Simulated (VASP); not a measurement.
# Sc2As3Se3: single point with PBE

Sc2As3Se3:

```
Sc As Se
1.0
     4.55255    0.00000    0.00000
    -2.27628    3.94263    0.00000
     0.00000    0.00000   11.11707
Sc As Se
2 3 3
Direct
  0.33333 0.66667 0.50000
  0.33333 0.66667 0.00000
  0.00000 0.00000 0.00000
  0.66667 0.33333 0.16834
  0.66667 0.33333 0.83166
  0.66667 0.33333 0.50000
  0.33333 0.66667 0.75277
  0.33333 0.66667 0.24723
```

The cell was built from a structure type or drawn by symmetry, and may not be a known phase.

- Program: VASP 6.6.1
- Task: single point
- Functional: PBE
- Potentials or basis: VASP PAW PBE potentials, release 64 (Sc_sv, As, Se)
- Cutoff: 520 eV
- k mesh: 4 × 4 × 2
- Occupations: gaussian, width 0.2 eV
- Spin: no spin polarisation
- Dipole correction: no
- Further INCAR settings: ALGO = Normal; EDIFF = 1e-07; NBANDS = 38

- Pressure: 0.4 GPa
- Largest force: 0.039 eV/Å
- Band gap on the k mesh: zero (an odd number of electrons rules out a gap without spin polarisation)

Forces on the atoms (eV/Å):
```
Sc   0.000  0.000  0.000
Sc   0.000  0.000  0.000
As   0.000  0.000  0.000
As   0.000  0.000 -0.006
As   0.000  0.000  0.006
Se   0.000  0.000  0.000
Se   0.000  0.000 -0.039
Se   0.000  0.000  0.039
```

Stress tensor (GPa, compression positive):
```
0.24 0.00 0.00
0.00 0.24 0.00
0.00 0.00 0.80
```

Levels at points of the mesh, in eV from the Fermi level:
```csv
k point,band 23,band 24,band 25,band 26,band 27,band 28,band 29,band 30,band 31,band 32
"(0.00, 0.00, 0.00)",-2.82,-2.82,-1.52,-1.46,-0.98,-0.11,-0.11,0.86,0.86,0.97
"(0.50, 0.00, 0.00)",-2.74,-1.97,-1.57,-1.29,-0.85,0.13,0.46,0.73,0.87,1.34
"(0.00, 0.00, 0.50)",-2.85,-2.85,-1.77,-1.37,-1.11,0.07,0.07,0.41,0.41,0.89
"(0.50, 0.00, 0.50)",-2.64,-2.27,-1.88,-1.68,-0.63,0.40,0.42,0.82,0.93,1.34
```

Run time: 2.6 min on 1 thread of Intel Xeon 8259CL, with other jobs on the host, peak memory 0.35 GiB.

Caveat: the k points lie up to 0.40 Å⁻¹ apart, too coarse for converged energies and pressures of a metal.
